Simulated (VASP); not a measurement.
# V (Fm-3m) in VASP: single point with PBE

Aim: the single point of V with PBE.

All numbers are computed with VASP 6.6.1; they aren't measurements. Logs are shortened: lines on timing, memory, paths and dates and some standing lists are left out, and cuts for length are marked.

### 1 The cell of the first run

Symmetry: Fm-3m, No. 225, cubic system. The conventional cell has a = 3.805 Å, b = 3.805 Å, c = 3.805 Å, α = 90.00°, β = 90.00°, γ = 90.00°. Within 3.5 Å of V (site symmetry m-3m) lie 12 V at 2.69 Å.

### 2 Single point, PBE, collinear spin, ferromagnetic start

The input, INCAR:

```
PREC = Accurate
ENCUT = 520
EDIFF = 1E-6
ISMEAR = 0
SIGMA = 0.05
LREAL = False
LASPH = True
NELM = 150
ALGO = Normal
ISIF = 2
LWAVE = False
LCHARG = False
ISPIN = 2
MAGMOM = 1
LORBIT = 11
LMAXMIX = 4
GGA = PE
NBANDS = 16
```

The input, KPOINTS:

```
Automatic mesh
0
Gamma
  8 8 8
```

The input, POSCAR:

```
V
1.0
    0.0000000000      1.9024806012      1.9024806012
    1.9024806012      0.0000000000      1.9024806012
    1.9024806012      1.9024806012      0.0000000000
V
1
Direct
    0.0000000000      0.0000000000      0.0000000000
```

Potentials or basis: VASP PAW PBE potentials, release 64 (V_sv).

Launch:

```sh
$ cat potpaw_PBE.64/V_sv/POTCAR > POTCAR
$ mpirun -np 1 vasp_std > vasp.out
```

OUTCAR:

```text
PREC = Accurate
   ENCUT = 520
   EDIFF = 1E-6
   ISMEAR = 0
   LREAL = False
   LASPH = True
   NELM = 150
   ISIF = 2
   ISPIN = 2
   LORBIT = 11
   GGA = PE

 ion  position               nearest neighbor table
   1  0.000  0.000  0.000-

  LATTYP: Found a face centered cubic cell.
 ALAT       =     3.8049612024

  Lattice vectors:

 A1 = (   0.0000000000,   1.9024806012,   1.9024806012)
 A2 = (   1.9024806012,   0.0000000000,   1.9024806012)
 A3 = (   1.9024806012,   1.9024806012,   0.0000000000)

Analysis of symmetry for initial positions (statically):
=====================================================================
 Subroutine PRICEL returns:
 Original cell was already a primitive cell.

 Routine SETGRP: Setting up the symmetry group for a
 face centered cubic supercell.

 Subroutine GETGRP returns: Found 48 space group operations
 (whereof 48 operations were pure point group operations)
 out of a pool of 48 trial point group operations.

The static configuration has the point symmetry O_h .

Analysis of symmetry for dynamics (positions and initial velocities):
=====================================================================
 Subroutine PRICEL returns:
 Original cell was already a primitive cell.

 Routine SETGRP: Setting up the symmetry group for a
 face centered cubic supercell.

 Subroutine GETGRP returns: Found 48 space group operations
 (whereof 48 operations were pure point group operations)
 out of a pool of 48 trial point group operations.

The dynamic configuration has the point symmetry O_h .

Analysis of structural, dynamic, and magnetic symmetry:
=====================================================================
 Subroutine PRICEL returns:
 Original cell was already a primitive cell.

 Routine SETGRP: Setting up the symmetry group for a
 face centered cubic supercell.

 Subroutine GETGRP returns: Found 48 space group operations
 (whereof 48 operations were pure point group operations)
 out of a pool of 48 trial point group operations.

The overall configuration has the point symmetry O_h .

 Subroutine INISYM returns: Found 48 space group operations
 (whereof 48 operations are pure point group operations),
 and found     1 'primitive' translations

----------------------------------------------------------------------------------------

                                     Primitive cell

  volume of cell :      13.7718

  direct lattice vectors                    reciprocal lattice vectors
     0.000000000  1.902480601  1.902480601    -0.262814769  0.262814769  0.262814769
     1.902480601  0.000000000  1.902480601     0.262814769 -0.262814769  0.262814769
     1.902480601  1.902480601  0.000000000     0.262814769  0.262814769 -0.262814769

  length of vectors
     2.690513868  2.690513868  2.690513868     0.455208533  0.455208533  0.455208533

  position of ions in fractional coordinates (direct lattice)
     0.000000000  0.000000000  0.000000000

  ion indices of the primitive-cell ions
   primitive index   ion index
                 1           1

----------------------------------------------------------------------------------------

 KPOINTS: Automatic mesh

Automatic generation of k-mesh.
 Grid dimensions read from file:
 generate k-points for:    8    8    8

 Generating k-lattice:

  Cartesian coordinates                     Fractional coordinates (reciprocal lattice)
    -0.032851846  0.032851846  0.032851846     0.125000000  0.000000000  0.000000000
     0.032851846 -0.032851846  0.032851846     0.000000000  0.125000000  0.000000000
     0.032851846  0.032851846 -0.032851846     0.000000000  0.000000000  0.125000000

  Length of vectors
     0.056901067  0.056901067  0.056901067

  Shift w.r.t. Gamma in fractional coordinates (k-lattice)
     0.000000000  0.000000000  0.000000000

 Subroutine IBZKPT returns following result:
 ===========================================

 Found     29 irreducible k-points:

 Following reciprocal coordinates:
            Coordinates               Weight
  0.000000  0.000000  0.000000      1.000000
  0.125000  0.000000  0.000000      8.000000
  0.250000  0.000000  0.000000      8.000000
  0.375000  0.000000  0.000000      8.000000
  0.500000  0.000000  0.000000      4.000000
  0.125000  0.125000  0.000000      6.000000
[... 16 lines left out ...]
  0.500000  0.250000  0.125000     48.000000
 -0.375000  0.250000  0.125000     24.000000
 [... further k-points ...]
   k-points           NKPTS =     29   k-points in BZ     NKDIM =     29   number of bands    NBANDS=     16
   number of dos      NEDOS =    301   number of ions     NIONS =      1
   total plane-waves  NPLWV =   8000
   dimension x,y,z NGX =    20 NGY =   20 NGZ =   20
   dimension x,y,z NGXF=    40 NGYF=   40 NGZF=   40
   ions per type =               1
   NGX,Y,Z   is equivalent  to a cutoff of  12.36, 12.36, 12.36 a.u.
   NGXF,Y,Z  is equivalent  to a cutoff of  24.72, 24.72, 24.72 a.u.
 SYSTEM =  unknown system
   PREC   = accura    normal or accurate (medium, high low for compatibility)
   ISTART =      0    job   : 0-new  1-cont  2-samecut
   ICHARG =      2    charge: 1-file 2-atom 10-const
   ISPIN  =      2    spin polarized calculation?
   LNONCOLLINEAR =      F non collinear calculations
   LSORBIT =      F    spin-orbit coupling
   LASPH  =      T    aspherical Exc in radial PAW
   ENCUT  =  520.0 eV  38.22 Ry    6.18 a.u.   5.00  5.00  5.00*2*pi/ulx,y,z
   NELM   =    150;   NELMIN=  2; NELMDL= -5     # of ELM steps
   EDIFF  = 0.1E-05   stopping-criterion for ELM
   LREAL  =      F    real-space projection
   EDIFFG = 0.1E-04   stopping-criterion for IOM
   NSW    =      0    number of steps for IOM
   IBRION =     -1    ionic relax: 0-MD 1-quasi-New 2-CG
   NFREE  =      0    steps in history (QN), initial steepest desc. (CG)
   ISIF   =      2    stress and relaxation
   ISYM   =      2    0-nonsym 1-usesym 2-fastsym
   POTIM  = 0.5000    time-step for ionic-motion
   TEBEG  =    0.0;   TEEND  =   0.0 temperature during run
   PSTRESS=    0.0 pullay stress
   NELECT =      13.0000    total number of electrons
   NUPDOWN=      -1.0000    fix difference up-down
   EMIN   =  10.00;   EMAX   =-10.00  energy-range for DOS
   EFERMI =   0.00;   METHOD = LEGACY
   ISMEAR =     0;   SIGMA  =   0.05  broadening in eV -4-tet -1-fermi 0-gaus
   EFERMI_NEDOS =   21; number of points for ismear=-14 and -15
   IALGO  =     38    algorithm
   IMIX   =      4    mixing-type and parameters
     AMIX     =   0.40;   BMIX     =  1.00
     AMIX_MAG =   1.60;   BMIX_MAG =  1.00
  volume/ion in A,a.u.               =      13.77        92.94
  Fermi-wavevector in a.u.,A,eV,Ry     =   1.605927  3.034761 35.089432  2.579000
  Thomas-Fermi vector in A             =   2.702195
   LORBIT       =     11    0 simple, 1 ext, 2 COOP (PROOUT), +10 PAW based schemes
   GGA     = PE    functional components
   LHFCALC =     F    Hartree Fock is set to
   AEXX    =    0.0000 exact exchange contribution
   IVDW    =     0    specifies the selected vdW correction
   LEPSILON=     F    determine dielectric tensor
   LRPA    =     F    only Hartree local field effects (RPA)
 spin polarized calculation
 Gauss-broadening in eV      SIGMA  =   0.05
  energy-cutoff  :      520.00
  volume of cell :       13.77
 maximum number of plane-waves:       388
   NGX =  9   NGY =  9   NGZ =  9

 number of electron      13.0000004 magnetization       0.0805308

 Free energy of the ion-electron system (eV)
  ---------------------------------------------------
  ext. energy  EPLUGINS =         0.00000000
  ---------------------------------------------------
  free energy    TOTEN  =        -8.73756922 eV

  energy without entropy =       -8.73456809  energy(sigma->0) =       -8.73606866

 E-fermi :   9.7497     XC(G=0): -12.7896

 val. band max:        9.7482471905   @ k =   0.5000   0.0000   0.0000
 cond. band min:       9.7545632744   @ k =   0.3750   0.2500   0.1250
 fundamental gap:      0.0063160839
 Fermi energy:         9.7496822258

 spin component 1

 k-point     1 :       0.0000    0.0000    0.0000
  band No.  band energies     occupation
      1     -54.3705      1.00000
      2     -27.7125      1.00000
      3     -27.7125      1.00000
      4     -27.7125      1.00000
      5       2.8777      1.00000
      6       9.8708      0.00031
[... 8 lines left out ...]
     15      37.0973      0.00000
     16      38.0576      0.00000

 k-point     2 :       0.1250    0.0000    0.0000
  band No.  band energies     occupation
      1     -54.3461      1.00000
      2     -27.8385      1.00000
      3     -27.7282      1.00000
      4     -27.7282      1.00000
      5       3.4488      1.00000
      6       9.5856      1.00000
[... 8 lines left out ...]
     15      36.8184      0.00000
     16      37.8399      0.00000
[... 387 lines left out ...]
      5       7.1562      1.00000
      6       8.4498      1.00000
[... 8 lines left out ...]
     15      35.6328      0.00000
     16      40.2681      0.00000

 k-point    24 :      -0.3750    0.2500    0.1250
  band No.  band energies     occupation
      1     -54.1745      1.00000
      2     -28.4282      1.00000
      3     -28.0368      1.00000
      4     -27.8876      1.00000
      5       7.4678      1.00000
      6       8.3247      1.00000
[... 8 lines left out ...]
     15      36.0688      0.00000
     16      40.6062      0.00000

 [... further k-points ...]

 spin component 2

 k-point     1 :       0.0000    0.0000    0.0000
  band No.  band energies     occupation
      1     -54.3035      1.00000
      2     -27.6455      1.00000
      3     -27.6455      1.00000
      4     -27.6455      1.00000
      5       2.9175      1.00000
      6       9.9302      0.00000
[... 8 lines left out ...]
     15      37.1025      0.00000
     16      38.1078      0.00000

 k-point     2 :       0.1250    0.0000    0.0000
  band No.  band energies     occupation
      1     -54.2791      1.00000
      2     -27.7717      1.00000
      3     -27.6613      1.00000
      4     -27.6613      1.00000
      5       3.4886      1.00000
      6       9.6437      0.99864
[... 8 lines left out ...]
     15      36.8535      0.00000
     16      37.8886      0.00000
[... 387 lines left out ...]
      5       7.2037      1.00000
      6       8.5035      1.00000
[... 8 lines left out ...]
     15      35.6760      0.00000
     16      40.3123      0.00000

 k-point    24 :      -0.3750    0.2500    0.1250
  band No.  band energies     occupation
      1     -54.1074      1.00000
      2     -28.3619      1.00000
      3     -27.9701      1.00000
      4     -27.8207      1.00000
      5       7.5189      1.00000
      6       8.3813      1.00000
[... 8 lines left out ...]
     15      36.1134      0.00000
     16      40.6513      0.00000

 [... further k-points ...]

------------------------ aborting loop because EDIFF is reached ----------------------------------------

  FORCE on cell =-STRESS in cart. coord.  units (eV):
  Direction    XX          YY          ZZ          XY          YZ          ZX
  --------------------------------------------------------------------------------------
  -------------------------------------------------------------------------------------
  Total        0.1990155      0.1990155      0.1990155      0.0000000      0.0000000      0.0000000
  in kB       23.1529687     23.1529687     23.1529687      0.0000000      0.0000000      0.0000000
  external PRESSURE =      23.1529687 kB  Pullay stress =       0.0000000 kB

 VOLUME and BASIS-vectors are now :
 -----------------------------------------------------------------------------
  energy-cutoff  :      520.00
  volume of cell :       13.77
      direct lattice vectors                 reciprocal lattice vectors
     0.000000000  1.902480601  1.902480601    -0.262814769  0.262814769  0.262814769
     1.902480601  0.000000000  1.902480601     0.262814769 -0.262814769  0.262814769
     1.902480601  1.902480601  0.000000000     0.262814769  0.262814769 -0.262814769

 POSITION                                       TOTAL-FORCE (eV/Angst)
 -----------------------------------------------------------------------------------
      0.00000      0.00000      0.00000         0.000000     -0.000000     -0.000000
 -----------------------------------------------------------------------------------
    total drift:                                0.000000      0.000000      0.000000

  FREE ENERGIE OF THE ION-ELECTRON SYSTEM (eV)
  ---------------------------------------------------
  free  energy   TOTEN  =        -8.7375692225 eV

  energy  without entropy=       -8.7345680910  energy(sigma->0) =       -8.73606866

 total charge

# of ion       s       p       d       tot
------------------------------------------
    1        2.343   6.232   3.027  11.601

 magnetization (x)

# of ion       s       p       d       tot
------------------------------------------
    1        0.001   0.002   0.068   0.071
```

It took 27 s on 1 thread of Intel Xeon 8259CL, shared host; peak memory 0.14 GiB.

Results:

```
Free energy                                           : -8.7376 eV
Pressure                                              : 2.3 GPa
Net moment                                            : 0.08 μB per cell
Site moments                                          : V +0.07 μB
Valence electrons inside the program's atomic spheres : V 11.60
```

Levels at points of the mesh, in eV from the Fermi level:
Spin up:
```
           k point  band 3  band 4  band 5  band 6  band 7  band 8  band 9  band 10
(0.00, 0.00, 0.00)  -37.46  -37.46   -6.87    0.12    0.12    0.12    1.87     1.87
(0.50, 0.00, 0.00)  -37.57  -37.57   -3.38    0.00    0.00    0.79    3.05     3.05
(0.50, 0.50, 0.00)  -37.75  -37.75   -3.53   -2.68    3.03    3.36    3.36     3.41
```
Spin down:
```tsv
k point	band 3	band 4	band 5	band 6	band 7	band 8	band 9	band 10
(0.00, 0.00, 0.00)	-37.40	-37.40	-6.83	0.18	0.18	0.18	1.95	1.95
(0.50, 0.00, 0.00)	-37.50	-37.50	-3.33	0.06	0.06	0.83	3.12	3.12
(0.50, 0.50, 0.00)	-37.69	-37.69	-3.47	-2.62	3.11	3.42	3.42	3.45
```
